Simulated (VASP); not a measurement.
A run of VASP 6.6.1:

The input INCAR:

```
  PREC = Accurate
  ENCUT = 520
  EDIFF = 1E-6
  ISMEAR = -1
  SIGMA = 0.08
  LREAL = False
  LASPH = True
  NELM = 150
  ALGO = Normal
  ISIF = 2
  LWAVE = False
  LCHARG = True
  ISPIN = 2
  MAGMOM = 3
  LORBIT = 11
  LMAXMIX = 4
  LELF = True
  LVHAR = True
  NBANDS = 16
```

KPOINTS

```
regular mesh
0
Gamma
  18 18 18
```

File POSCAR:

```
Cr
1.0
   -1.4467405668      1.4467405668      1.4467405668
    1.4467405668     -1.4467405668      1.4467405668
    1.4467405668      1.4467405668     -1.4467405668
Cr
1
Direct
    0.0000000000      0.0000000000      0.0000000000
```

Potentials or basis: VASP PAW LDA potentials, release 64 (Cr_pv).

The run is started by

```console
$ cat potpaw_LDA.64/Cr_pv/POTCAR > POTCAR
$ mpirun -np 1 vasp_std > vasp.out
```

Hardware: 1 thread of Intel Xeon 8259CL, with other jobs on the host.

**Question.** Estimate the wall time of this run.

**Answer.** Wall time 64 s on 1 thread of Intel Xeon 8259CL, on a shared host, peak memory 0.13 GiB. Counts: scf iterations 13, k points 195.
